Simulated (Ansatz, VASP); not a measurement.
**One calculation of BaZrO3, two programs**

Contents of INCAR:

```
SYSTEM = BaZrO3
ALGO = Normal ; EDIFF = 1E-7
ENCUT = 520 ; GGA = PE
ISIF = 2 ; ISMEAR = 0
LASPH = .True. ; LCHARG = .False.
LREAL = .False. ; LWAVE = .False.
NBANDS = 28 ; NELM = 80
PREC = Accurate ; SIGMA = 0.01
```

File KPOINTS:

```
k-points
0
Gamma
  6 6 6
  0 0 0
```

The input POSCAR:

```
BaZrO3
1.0
    4.3100692291      0.0000000000      0.0000000000
    0.0000000000      4.3100692291      0.0000000000
    0.0000000000      0.0000000000      4.3100692291
Ba Zr O
1 1 3
Direct
    0.0000000000      0.0000000000      0.0000000000
    0.5000000000      0.5000000000      0.5000000000
    0.0000000000      0.5000000000      0.5000000000
    0.5000000000      0.0000000000      0.5000000000
    0.5000000000      0.5000000000      0.0000000000
```

Input for Ansatz:

```yaml
crystal:
  lattice:
    - [4.3100692291, 0.0, 0.0]
    - [0.0, 4.3100692291, 0.0]
    - [0.0, 0.0, 4.3100692291]
  atoms:
    - { symbol: Ba, position: [0.0, 0.0, 0.0] }
    - { symbol: Zr, position: [0.5, 0.5, 0.5] }
    - { symbol: O, position: [0.0, 0.5, 0.5] }
    - { symbol: O, position: [0.5, 0.0, 0.5] }
    - { symbol: O, position: [0.5, 0.5, 0.0] }
kpoints:
  mp_grid: { grid: [6, 6, 6] }
hamiltonian:
  xc: pbe
scf:
  occupations: { method: fixed }
  n_extra_bands: 5
output:
  forces: true
  stress: true
  eigenvalues: true
```

Alike in both runs: task single point; functional PBE; k mesh 6 × 6 × 6; no spin polarisation.

|  | VASP | Ansatz |
| --- | --- | --- |
| version | VASP 6.6.1 | Ansatz 0.2.0 |
| potentials or method | VASP PAW PBE potentials, release 64 (Ba_sv, Zr_sv, O) | plane waves, PAW |
| plane-wave cutoff (eV) | 520 | 420 |
| occupations | gaussian, width 0.01 eV | fixed |
| valence electrons in the cell | 40 | 40 |

```csv
,VASP,Ansatz,Ansatz less VASP
gap on the k mesh at the Fermi level (eV),3.00,3.04,+0.040
pressure (GPa),-6.9,-7.7,-0.73
```

Spin-orbit coupling is off throughout.
